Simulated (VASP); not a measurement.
# Cs (P6/mmm) in VASP: a series of runs

Runs on Cs. Level: PBE. Tasks: single point, relaxation of shape and atoms at fixed volume.

Everything below comes from runs of VASP 6.6.1. Logs are shortened: lines on timing, memory, paths and dates and some standing lists are left out, and cuts for length are marked.

### Step 1. The cell of the first run

It takes space group P6/mmm (No. 191, hexagonal). Conventional cell: a = 8.832 Å, b = 8.832 Å, c = 5.253 Å, α = 90.00°, β = 90.00°, γ = 120.00°.

This isn't the form of Cs at room conditions, which is bcc.

### Step 2. Single point, PBE (118.29 Å³/atom)

The input, INCAR:

```
SYSTEM = Cs
  ALGO = Normal
  EDIFF = 1E-6
  ENCUT = 520
  GGA = PE
  ISIF = 2
  ISMEAR = -1
  LASPH = .TRUE.
  LCHARG = .TRUE.
  LELF = .TRUE.
  LREAL = .FALSE.
  LVHAR = .TRUE.
  LWAVE = .FALSE.
  NBANDS = 20
  NELM = 80
  PREC = Accurate
  SIGMA = 0.08
```

The input, KPOINTS:

```
k-points
0
G
  4 4 6
  0 0 0
```

The input, POSCAR:

```
Cs
1.0
    8.8321593376      0.0000000000      0.0000000000
   -4.4160796688      7.6488743567      0.0000000000
    0.0000000000      0.0000000000      5.2528610179
Cs
3
Direct
    0.0000000000      0.0000000000      0.0000000000
    0.3333333333      0.6666666667      0.5000000000
    0.6666666667      0.3333333333      0.5000000000
```

Potentials or basis: VASP PAW PBE potentials, release 64 (Cs_sv).

On the command line:

```console
$ cat potpaw_PBE.64/Cs_sv/POTCAR > POTCAR
$ mpirun -np 1 vasp_std > vasp.out
```

OUTCAR:

```text
SYSTEM = Cs
   EDIFF = 1E-6
   ENCUT = 520
   GGA = PE
   ISIF = 2
   ISMEAR = -1
   LASPH = .TRUE.
   LREAL = .FALSE.
   NELM = 80
   PREC = Accurate

 ion  position               nearest neighbor table
   1  0.000  0.000  0.000-
   2  0.333  0.667  0.500-
   3  0.667  0.333  0.500-

  LATTYP: Found a hexagonal cell.
 ALAT       =     8.8321593376
 C/A-ratio  =     0.5947425558

  Lattice vectors:

 A1 = (   8.8321593376,   0.0000000000,   0.0000000000)
 A2 = (  -4.4160796688,   7.6488743567,   0.0000000000)
 A3 = (   0.0000000000,   0.0000000000,   5.2528610179)

Analysis of symmetry for initial positions (statically):
=====================================================================
 Subroutine PRICEL returns:
 Original cell was already a primitive cell.

 Routine SETGRP: Setting up the symmetry group for a
 hexagonal supercell.

 Subroutine GETGRP returns: Found 24 space group operations
 (whereof 24 operations were pure point group operations)
 out of a pool of 24 trial point group operations.

The static configuration has the point symmetry D_6h.

Analysis of symmetry for dynamics (positions and initial velocities):
=====================================================================
 Subroutine PRICEL returns:
 Original cell was already a primitive cell.

 Routine SETGRP: Setting up the symmetry group for a
 hexagonal supercell.

 Subroutine GETGRP returns: Found 24 space group operations
 (whereof 24 operations were pure point group operations)
 out of a pool of 24 trial point group operations.

The dynamic configuration has the point symmetry D_6h.

 Subroutine INISYM returns: Found 24 space group operations
 (whereof 24 operations are pure point group operations),
 and found     1 'primitive' translations

----------------------------------------------------------------------------------------

                                     Primitive cell

  volume of cell :     354.8627

  direct lattice vectors                    reciprocal lattice vectors
     8.832159338  0.000000000  0.000000000     0.113222595  0.065369096  0.000000000
    -4.416079669  7.648874357  0.000000000     0.000000000  0.130738191  0.000000000
     0.000000000  0.000000000  5.252861018     0.000000000  0.000000000  0.190372446
[... 70 lines left out ...]
   ICHARG =      2    charge: 1-file 2-atom 10-const
   ISPIN  =      1    spin polarized calculation?
   LNONCOLLINEAR =      F non collinear calculations
   LSORBIT =      F    spin-orbit coupling
   LASPH  =      T    aspherical Exc in radial PAW
   ENCUT  =  520.0 eV  38.22 Ry    6.18 a.u.  16.42 16.42  9.77*2*pi/ulx,y,z
   NELM   =     80;   NELMIN=  2; NELMDL= -5     # of ELM steps
   EDIFF  = 0.1E-05   stopping-criterion for ELM
   LREAL  =      F    real-space projection
   EDIFFG = 0.1E-04   stopping-criterion for IOM
   NSW    =      0    number of steps for IOM
   IBRION =     -1    ionic relax: 0-MD 1-quasi-New 2-CG
   NFREE  =      0    steps in history (QN), initial steepest desc. (CG)
   ISIF   =      2    stress and relaxation
   ISYM   =      2    0-nonsym 1-usesym 2-fastsym
   POTIM  = 0.5000    time-step for ionic-motion
   TEBEG  =    0.0;   TEEND  =   0.0 temperature during run
   PSTRESS=    0.0 pullay stress
   NELECT =      27.0000    total number of electrons
   NUPDOWN=      -1.0000    fix difference up-down
   EMIN   =  10.00;   EMAX   =-10.00  energy-range for DOS
   EFERMI =   0.00;   METHOD = LEGACY
   ISMEAR =    -1;   SIGMA  =   0.08  broadening in eV -4-tet -1-fermi 0-gaus
   EFERMI_NEDOS =   21; number of points for ismear=-14 and -15
   IALGO  =     38    algorithm
   IMIX   =      4    mixing-type and parameters
     AMIX     =   0.40;   BMIX     =  1.00
     AMIX_MAG =   1.60;   BMIX_MAG =  1.00
  volume/ion in A,a.u.               =     118.29       798.24
  Fermi-wavevector in a.u.,A,eV,Ry     =   0.693707  1.310916  6.547520  0.481229
  Thomas-Fermi vector in A             =   1.775996
   LORBIT       =      0    0 simple, 1 ext, 2 COOP (PROOUT), +10 PAW based schemes
   GGA     = PE    functional components
   LHFCALC =     F    Hartree Fock is set to
   AEXX    =    0.0000 exact exchange contribution
   IVDW    =     0    specifies the selected vdW correction
   LEPSILON=     F    determine dielectric tensor
   LRPA    =     F    only Hartree local field effects (RPA)
 non-spin polarized calculation
  energy-cutoff  :      520.00
  volume of cell :      354.86
 maximum number of plane-waves:      9656
 NGX is ok and might be reduce to    70
   NGX = 33   NGY = 33   NGZ = 19

 number of electron      26.9999997 magnetization

 Free energy of the ion-electron system (eV)
  ---------------------------------------------------
  ext. energy  EPLUGINS =         0.00000000
  ---------------------------------------------------
  free energy    TOTEN  =        -2.56763505 eV

  energy without entropy =       -2.49324485  energy(sigma->0) =       -2.53043995

 E-fermi :   0.3893     XC(G=0):  -5.3351

 val. band max:        0.3796988461   @ k =   0.2500   0.0000   0.0000
 cond. band min:       0.4130261258   @ k =   0.5000   0.0000   0.0000
 fundamental gap:      0.0333272796
 Fermi energy:         0.3893457628

 k-point     1 :       0.0000    0.0000    0.0000
  band No.  band energies     occupation
      1     -23.5218      2.00000
      2     -23.5140      2.00000
      3     -23.4420      2.00000
      4     -10.3739      2.00000
      5     -10.3739      2.00000
      6     -10.3004      2.00000
[... 357 lines left out ...]
     19       2.0380      0.00000
     20       2.2837      0.00000

------------------------ aborting loop because EDIFF is reached ----------------------------------------

  FORCE on cell =-STRESS in cart. coord.  units (eV):
  Direction    XX          YY          ZZ          XY          YZ          ZX
  --------------------------------------------------------------------------------------
  -------------------------------------------------------------------------------------
  Total       -0.0210490     -0.0210490     -0.0267859     -0.0000000     -0.0000000      0.0000000
  in kB       -0.0950347     -0.0950347     -0.1209364     -0.0000000     -0.0000000      0.0000000
  external PRESSURE =      -0.1036686 kB  Pullay stress =       0.0000000 kB

 VOLUME and BASIS-vectors are now :
 -----------------------------------------------------------------------------
  energy-cutoff  :      520.00
  volume of cell :      354.86
      direct lattice vectors                 reciprocal lattice vectors
     8.832159338  0.000000000  0.000000000     0.113222595  0.065369096  0.000000000
    -4.416079669  7.648874357  0.000000000     0.000000000  0.130738191  0.000000000
     0.000000000  0.000000000  5.252861018     0.000000000  0.000000000  0.190372446

 POSITION                                       TOTAL-FORCE (eV/Angst)
 -----------------------------------------------------------------------------------
      0.00000      0.00000      0.00000         0.000000      0.000000      0.000000
     -0.00000      5.09925      2.62643         0.000000     -0.000000      0.000000
      4.41608      2.54962      2.62643        -0.000000      0.000000      0.000000
 -----------------------------------------------------------------------------------
    total drift:                                0.000000     -0.000000     -0.000000

  FREE ENERGIE OF THE ION-ELECTRON SYSTEM (eV)
  ---------------------------------------------------
  free  energy   TOTEN  =        -2.5676350483 eV

  energy  without entropy=       -2.4932448486  energy(sigma->0) =       -2.53043995
```

OSZICAR:

```text
N       E                     dE             d eps       ncg     rms          rms(c)
DAV:   1     0.210770684710E+03    0.21077E+03   -0.89237E+03   640   0.979E+02
DAV:   2     0.291019683003E+02   -0.18167E+03   -0.17855E+03   860   0.173E+02
DAV:   3    -0.189587051554E+01   -0.30998E+02   -0.30907E+02   764   0.761E+01
DAV:   4    -0.255581550536E+01   -0.65994E+00   -0.65936E+00   768   0.147E+01
DAV:   5    -0.256292494780E+01   -0.71094E-02   -0.71075E-02   896   0.137E+00    0.229E-01
DAV:   6    -0.256449540355E+01   -0.15705E-02   -0.45541E-03   796   0.308E-01    0.159E-01
DAV:   7    -0.256728037617E+01   -0.27850E-02   -0.98433E-03   784   0.444E-01    0.638E-02
DAV:   8    -0.256762655986E+01   -0.34618E-03   -0.59003E-04   800   0.111E-01    0.126E-02
DAV:   9    -0.256763456731E+01   -0.80074E-05   -0.30203E-05   884   0.230E-02    0.576E-03
DAV:  10    -0.256763504827E+01   -0.48096E-06   -0.35935E-06   628   0.737E-03
   1 F= -.25676350E+01 E0= -.25304399E+01  d E =-.743902E-01
```

stdout:

```text
POSCAR found type information on POSCAR Cs
 POSCAR found :  1 types and       3 ions
 scaLAPACK will be used
 LDA part: xc-table for (Slater+PW92), standard interpolation
 POSCAR, INCAR and KPOINTS ok, starting setup
 FFT: planning ... GRIDC
 FFT: planning ... GRID_SOFT
 FFT: planning ... GRID
 WAVECAR not read
 entering main loop
```

It took 96 s on 1 thread of Oxide Virtual Turin-like, shared host; peak memory 0.42 GiB.

Results:

* Free energy: -2.5676 eV
* Pressure: 0.0 GPa
* Band gap on the k mesh: zero (an odd number of electrons rules out a gap without spin polarisation)

Levels at points of the mesh, in eV from the Fermi level:
```
           k point  band 10  band 11  band 12  band 13  band 14  band 15  band 16  band 17
(0.00, 0.00, 0.00)   -10.62   -10.62   -10.59    -1.65     0.69     0.85     0.85     0.86
(0.50, 0.00, 0.00)   -10.63   -10.63   -10.59    -0.84    -0.84     0.02     0.80     1.49
(0.00, 0.00, 0.50)   -10.66   -10.63   -10.63    -0.19     0.05     0.77     0.77     0.94
(0.50, 0.00, 0.50)   -10.66   -10.63   -10.62     0.18     0.19     0.68     0.76     0.77
```

Caveat: spin-orbit coupling is left out, which moves the levels of the heavy elements.

### Step 3. Relaxation of shape and atoms at fixed volume, PBE

This run uses another cell than the first one, of 47.32 Å³/atom.

The input, INCAR:

```
PREC = Accurate
ENCUT = 600
EDIFF = 1E-6
ISMEAR = -1
SIGMA = 0.08
LREAL = False
LASPH = True
NELM = 100
ALGO = Normal
ISIF = 4
LWAVE = False
LCHARG = False
GGA = PE
IBRION = 2
NSW = 50
EDIFFG = -0.005
```

The input, KPOINTS:

```
Automatic mesh
0
Gamma
  4 4 6
```

The input, POSCAR:

```
Cs
1.0
    6.5075906402      0.0000000000      0.0000000000
   -3.2537953201      5.6357388118      0.0000000000
    0.0000000000      0.0000000000      3.8703410896
Cs
3
Direct
    0.0000000000      0.0000000000      0.0000000000
    0.3333333333      0.6666666667      0.5000000000
    0.6666666667      0.3333333333      0.5000000000
```

Potentials or basis: VASP PAW PBE potentials, release 64 (Cs_sv).

On the command line:

```console
$ cat potpaw_PBE.64/Cs_sv/POTCAR > POTCAR
$ mpirun -np 1 vasp_std > vasp.out
```

Wall time 1.7 min (1 thread of Oxide Virtual Turin-like, shared host); peak memory 0.27 GiB.

It converged, with:

```
Free energy               : -0.3036 eV
Energy gained by relaxing : 0.1 meV/atom
Ionic steps               : 3
Pressure after relaxing   : 5.6 GPa
Band gap on the k mesh    : zero (an odd number of electrons rules out a gap without spin polarisation)
```

Step by step:
```csv
step,energy change (eV),largest force (eV/Å),pressure (GPa),volume (Å³)
1,0.0000,0.0000,5.56,141.95
2,-0.0001,0.0000,5.56,141.95
3,-0.0002,0.0000,5.56,141.95
```

Final structure:
```yaml
crystal:
  lattice:
    - [6.49724, 0.00000, 0.00000]
    - [-3.24862, 5.62678, 0.00000]
    - [0.00000, 0.00000, 3.88268]
  atoms:
    - { symbol: Cs, position: [0.00000, 0.00000, 0.00000] }
    - { symbol: Cs, position: [0.33333, 0.66667, 0.50000] }
    - { symbol: Cs, position: [0.66667, 0.33333, 0.50000] }
```

Levels at points of the mesh, in eV from the Fermi level:
| k point | band 9 | band 10 | band 11 | band 12 | band 13 | band 14 | band 15 | band 16 | band 17 |
| --- | --- | --- | --- | --- | --- | --- | --- | --- | --- |
| (0.00, 0.00, 0.00) | -9.89 | -9.89 | -9.86 | -9.81 | -2.01 | -0.07 | 1.75 | 1.77 | 1.77 |
| (0.50, 0.00, 0.00) | -10.12 | -10.06 | -10.00 | -9.87 | -0.62 | -0.26 | -0.12 | 1.29 | 1.33 |
| (0.00, 0.00, 0.50) | -10.51 | -10.51 | -10.12 | -10.12 | -0.53 | -0.53 | 0.32 | 0.32 | 0.83 |
| (0.50, 0.00, 0.50) | -10.52 | -10.32 | -10.29 | -9.97 | -0.42 | 0.03 | 0.05 | 0.50 | 1.48 |

Caveat: spin-orbit coupling is left out, which moves the levels of the heavy elements.

### Step 4. Relaxation of shape and atoms at fixed volume, PBE

This run uses another cell than the first one, of 59.14 Å³/atom.

INCAR, as its differences from that of step 3:

```diff
@@ -2,3 +2,3 @@
 ENCUT = 600
-EDIFF = 1E-6
+EDIFF = 1E-7
 ISMEAR = -1
```

KPOINTS is that of step 3.

The input, POSCAR:

```
Cs
1.0
    7.0100895119      0.0000000000      0.0000000000
   -3.5050447559      6.0709156001      0.0000000000
    0.0000000000      0.0000000000      4.1691985528
Cs
3
Direct
    0.0000000000      0.0000000000      0.0000000000
    0.3333333333      0.6666666667      0.5000000000
    0.6666666667      0.3333333333      0.5000000000
```

On the command line:

```console
$ cat potpaw_PBE.64/Cs_sv/POTCAR > POTCAR
$ mpirun -np 1 vasp_std > vasp.out
```

Run time: 84 s. Hardware: 1 thread of Oxide Virtual Turin-like, shared host; peak memory 0.29 GiB.

Results (log left out):

| Item | Value |
| --- | --- |
| Free energy | -1.3025 eV |
| Pressure after relaxing | 3.5 GPa |
| Band gap on the k mesh | zero (an odd number of electrons rules out a gap without spin polarisation) |

Final structure:
```
Cs
1.0
     7.01009    0.00000    0.00000
    -3.50504    6.07092    0.00000
     0.00000    0.00000    4.16920
Cs
3
Cartesian
  0.0000 0.0000 0.0000
  0.0000 4.0473 2.0846
  3.5050 2.0236 2.0846
```

Levels at points of the mesh, in eV from the Fermi level:
```csv
k point,band 10,band 11,band 12,band 13,band 14,band 15,band 16,band 17
"(0.00, 0.00, 0.00)",-10.15,-10.12,-10.10,-2.16,0.22,1.37,1.37,1.42
"(0.50, 0.00, 0.00)",-10.23,-10.21,-10.13,-0.69,-0.58,-0.40,1.36,1.45
"(0.00, 0.00, 0.50)",-10.44,-10.29,-10.29,-0.10,-0.10,0.32,0.49,0.49
"(0.50, 0.00, 0.50)",-10.42,-10.34,-10.21,-0.26,0.08,0.23,0.74,1.26
```

Caveat: the relaxation stopped at its first step, so nothing moved; spin-orbit coupling is left out, which moves the levels of the heavy elements.

### Step 5. Relaxation of shape and atoms at fixed volume, PBE

This run uses another cell than the first one, of 70.97 Å³/atom.

The input, INCAR:

```
  PREC = Accurate
  ENCUT = 600
  EDIFF = 1E-6
  ISMEAR = -1
  SIGMA = 0.08
  LREAL = F
  LASPH = T
  NELM = 60
  ALGO = Normal
  ISIF = 4
  LWAVE = F
  LCHARG = F
  GGA = PE
  IBRION = 2
  NSW = 50
  EDIFFG = -0.005
```

The input, KPOINTS:

```
regular mesh
0
Gamma
  4 4 6
```

The input, POSCAR:

```
Cs
1.0
    7.4493316905      0.0000000000      0.0000000000
   -3.7246658452      6.4513104852      0.0000000000
    0.0000000000      0.0000000000      4.4304345688
Cs
3
Direct
    0.0000000000      0.0000000000      0.0000000000
    0.3333333333      0.6666666667      0.5000000000
    0.6666666667      0.3333333333      0.5000000000
```

Potentials or basis: VASP PAW PBE potentials, release 64 (Cs_sv).

On the command line:

```console
$ cat potpaw_PBE.64/Cs_sv/POTCAR > POTCAR
$ mpirun -np 1 vasp_std > vasp.out
```

OUTCAR:

```text
PREC = Accurate
   ENCUT = 600
   EDIFF = 1E-6
   ISMEAR = -1
   LREAL = F
   LASPH = T
   NELM = 60
   ISIF = 4
   GGA = PE
   IBRION = 2
   NSW = 50
   EDIFFG = -0.005

 ion  position               nearest neighbor table
   1  0.000  0.000  0.000-
   2  0.333  0.667  0.500-
   3  0.667  0.333  0.500-

  LATTYP: Found a hexagonal cell.
 ALAT       =     7.4493316905
 C/A-ratio  =     0.5947425558

  Lattice vectors:

 A1 = (   7.4493316905,   0.0000000000,   0.0000000000)
 A2 = (  -3.7246658452,   6.4513104852,   0.0000000000)
 A3 = (   0.0000000000,   0.0000000000,   4.4304345688)

[... 171 lines left out ...]

  FORCE on cell =-STRESS in cart. coord.  units (eV):
  Direction    XX          YY          ZZ          XY          YZ          ZX
  --------------------------------------------------------------------------------------
  -------------------------------------------------------------------------------------
  Total        2.7469792      2.7469792      2.7806876      0.0000000      0.0000000      0.0000000
  in kB       20.6706609     20.6706609     20.9243124      0.0000000      0.0000000      0.0000000
  external PRESSURE =      20.7552114 kB  Pullay stress =       0.0000000 kB
[... 61 lines left out ...]
--------------------------------------- Ionic step        3  -------------------------------------------

 number of electron      26.9999998 magnetization

 Free energy of the ion-electron system (eV)
  ---------------------------------------------------
  ext. energy  EPLUGINS =         0.00000000
  ---------------------------------------------------
  free energy    TOTEN  =        -1.91192192 eV

  energy without entropy =       -1.82392142  energy(sigma->0) =       -1.86792167

 E-fermi :   1.9958     XC(G=0):  -6.7931

 val. band max:        1.9689156060   @ k =   0.2500  -0.0000   0.5000
 cond. band min:       2.0529131539   @ k =   0.0000   0.0000   0.5000
 fundamental gap:      0.0839975479
 Fermi energy:         1.9958465539

 k-point     1 :       0.0000    0.0000    0.0000
  band No.  band energies     occupation
      1     -21.8002      2.00000
      2     -21.7305      2.00000
      3     -21.6222      2.00000
      4      -8.8513      2.00000
      5      -8.8513      2.00000
      6      -8.6364      2.00000
[... 339 lines left out ...]
  FREE ENERGIE OF THE ION-ELECTRON SYSTEM (eV)
  ---------------------------------------------------
  free  energy   TOTEN  =        -1.9119219199 eV

  energy  without entropy=       -1.8239214171  energy(sigma->0) =       -1.86792167

 reached required accuracy - stopping structural energy minimisation
```

It took 2.3 min on 1 thread of Oxide Virtual Turin-like, shared host; peak memory 0.34 GiB.

What came out:

```
Free energy               : -1.9119 eV
Energy gained by relaxing : 0.0 meV/atom
Ionic steps               : 3
Pressure after relaxing   : 2.1 GPa
Band gap on the k mesh    : zero (an odd number of electrons rules out a gap without spin polarisation)
```

Final structure:
```
Cs
1.0
     7.44414    0.00000    0.00000
    -3.72207    6.44682    0.00000
     0.00000    0.00000    4.43661
Cs
3
Direct
  0.00000 0.00000 0.00000
  0.33333 0.66667 0.50000
  0.66667 0.33333 0.50000
```

Caveat: spin-orbit coupling is left out, which moves the levels of the heavy elements.

### Step 6. Overview

```tsv
task	cell	cutoff (eV)	gap on the mesh (eV)	pressure (GPa)
single point	a = 8.832, b = 8.832, c = 5.253 Å, angles 90.0, 90.0, 120.0°, 3 atoms	520	none	0.0
relaxation of shape and atoms at fixed volume	relaxed from a = 6.508, b = 6.508, c = 3.870 Å, angles 90.0, 90.0, 120.0°, 3 atoms	600	none	5.6
relaxation of shape and atoms at fixed volume	relaxed from a = 7.010, b = 7.010, c = 4.169 Å, angles 90.0, 90.0, 120.0°, 3 atoms	600	none	3.5
relaxation of shape and atoms at fixed volume	relaxed from a = 7.449, b = 7.449, c = 4.430 Å, angles 90.0, 90.0, 120.0°, 3 atoms	600	none	2.1
```

Alike in all rows: level PBE; potentials or basis VASP PAW PBE potentials, release 64 (Cs_sv); no spin polarisation; k mesh 4 × 4 × 6; smearing fermi-dirac 0.08 eV.

Caveats: spin-orbit coupling is left out, which moves the levels of the heavy elements; the relaxation stopped at its first step, so nothing moved (at least some runs).

Total energies depend on the potentials used, so only differences within one code and one set of settings carry meaning.
